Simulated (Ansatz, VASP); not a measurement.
Sn2GeSe3 in VASP and in Ansatz

```
Sn Ge Se
1.0
     4.18758    0.00000    0.00000
    -2.09379    3.62655    0.00000
     0.00000    0.00000   10.29826
Sn Ge Se
2 1 3
Direct
  0.33333 0.66667 0.82530
  0.66667 0.33333 0.17470
  0.00000 0.00000 0.50000
  0.33333 0.66667 0.34858
  0.66667 0.33333 0.65142
  0.00000 0.00000 0.00000
```

Change from the starting cell: species swapped into the Sn2GeTe3 type (P-3m1, No. 164).

Alike in both runs: functional PBE; k mesh 12 × 12 × 4; occupations gaussian, width 0.02 eV; no spin polarisation.

Ansatz relaxed the structure, and its values are those at the end. VASP's run is a single point on that final structure, the one shown.

|  | VASP | Ansatz |
| --- | --- | --- |
| version | VASP 6.6.1 | Ansatz 0.2.0 |
| potentials or method | VASP PAW PBE potentials, release 64 (Sn_d, Ge_d, Se), cutoff 520 eV | scalar-relativistic, plane waves, PAW |
| valence electrons in the cell | 60 | 90 |

VASP gave:

- gap on the k mesh at the Fermi level (eV): 0.35
- least direct gap on the mesh (eV): 0.38
- pressure (GPa): 0.0

Problem. Estimate Ansatz's values.

Solution. gap on the k mesh at the Fermi level (eV): 0.35; least direct gap on the mesh (eV): 0.37; pressure (GPa): 0.0.

The functional is the same, so the differences come from potentials, cutoffs and numerics. VASP's potentials hold 60 valence electrons a cell and Ansatz's 90, so a difference there can come from the potentials and not from the codes.
